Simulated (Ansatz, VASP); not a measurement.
C: VASP beside Ansatz

```xyz
2
Lattice="0.0000 1.7801 1.7801 1.7801 0.0000 1.7801 1.7801 1.7801 0.0000" Properties=species:S:1:pos:R:3 pbc="T T T"
C     1.7801    1.7801    1.7801
C     2.6702    2.6702    2.6702
```

Alike in both runs: functional r2SCAN; k mesh 22 × 22 × 22; occupations fermi-dirac, width 0.1 eV; no spin polarisation.

Ansatz relaxed the structure, and its values are those at the end. VASP's run is a single point on that final structure, the one shown.

|  | VASP | Ansatz |
| --- | --- | --- |
| version | VASP 6.6.1 | Ansatz 0.2.0 |
| potentials or method | VASP PAW PBE potentials, release 64 (C) | PAW with Ansatz's default frozen-core files, scalar-relativistic |
| plane-wave cutoff (eV) | 520 | 500 |
| valence electrons in the cell | 8 | 8 |

|  | VASP | Ansatz | Ansatz less VASP |
| --- | --- | --- | --- |
| pressure (GPa) | 1.1 | 0.0 | -1.12 |

VASP's potentials were made for PBE, not for r2SCAN.
